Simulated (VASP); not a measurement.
Wanted: the native input for a VASP 6.6.1 run.

```yaml
Task: single point
Functional: r2SCAN
Potentials_or_basis: VASP PAW PBE potentials, release 64 (Cu, S, Fe, O)
Cutoff: 520 eV
k_mesh: 9 × 9 × 4
Occupations: fermi-dirac, width 0.0427 eV
Spin: no spin polarisation
Dipole_correction: no
Further_INCAR_settings: ALGO = Normal; EDIFF = 1e-06; NBANDS = 41
```

FeCuSO:

```xyz
8
Lattice="3.8761 0.0000 0.0000 0.0000 3.8761 0.0000 0.0000 0.0000 8.7675" Properties=species:S:1:pos:R:3 pbc="T T T"
Cu    2.9070    0.9690    4.3837
Cu    0.9690    2.9070    4.3837
S     0.9690    0.9690    3.0178
S     2.9070    2.9070    5.7497
Fe    0.9690    2.9070    0.0000
Fe    2.9070    0.9690    0.0000
O     0.9690    0.9690    8.1152
O     2.9070    2.9070    0.6523
```

One way to write it, as run:

POSCAR

```
FeCuSO
1.0
    3.8760540000      0.0000000000      0.0000000000
    0.0000000000      3.8760540000      0.0000000000
    0.0000000000      0.0000000000      8.7674940000
Cu S Fe O
2 2 2 2
Direct
    0.7500000000      0.2500000000      0.5000000000
    0.2500000000      0.7500000000      0.5000000000
    0.2500000000      0.2500000000      0.3442000000
    0.7500000000      0.7500000000      0.6558000000
    0.2500000000      0.7500000000      0.0000000000
    0.7500000000      0.2500000000      0.0000000000
    0.2500000000      0.2500000000      0.9256000000
    0.7500000000      0.7500000000      0.0744000000
```

INCAR.step1

```
  PREC = Accurate
  ENCUT = 520
  ISMEAR = -1
  SIGMA = 0.0427
  LREAL = False
  LASPH = True
  NELM = 60
  NBANDS = 41
  GGA = PE
  ALGO = Normal
  EDIFF = 1E-4
  LWAVE = True
  LCHARG = False
```

INCAR.step2

```
  PREC = Accurate
  ENCUT = 520
  EDIFF = 1E-6
  ISMEAR = -1
  SIGMA = 0.0427
  LREAL = False
  LASPH = True
  NELM = 60
  ALGO = Normal
  ISIF = 2
  LWAVE = False
  LCHARG = False
  METAGGA = R2SCAN
  LMIXTAU = True
  NBANDS = 41
  ISTART = 1
```

KPOINTS

```
Automatic mesh
0
Gamma
  9 9 4
```

Potentials or basis: VASP PAW PBE potentials, release 64 (Cu, S, Fe, O).

Command:

```console
$ cat potpaw_PBE.64/Cu/POTCAR potpaw_PBE.64/S/POTCAR potpaw_PBE.64/Fe/POTCAR potpaw_PBE.64/O/POTCAR > POTCAR
$ cp INCAR.step1 INCAR
$ mpirun -np 1 vasp_std > vasp.out
$ cp INCAR.step2 INCAR
$ mpirun -np 1 vasp_std > vasp.out
```

Results of the run:

| Property | Result |
| --- | --- |
| Pressure | -16.1 GPa |
| Largest force | 1.553 eV/Å |
| Band gap on the k mesh | zero (bands 31 and 32 overlap by 0.72 eV) |

Caveat: the stress differs along the axes, from -20 to -9 GPa; the PAW data sets were made with another functional, which shifts forces and pressure a little; the run has no spin polarisation, though such a crystal can be magnetic; semilocal functionals often make such compounds metallic where correlation or magnetic order opens a gap, which also shifts bond lengths.

Wall time 25 min on 1 thread of Intel(R) Xeon(R) Platinum 8259CL CPU @ 2.50GHz (Skylake/Cascade Lake) (shared host), peak memory 0.41 GiB.
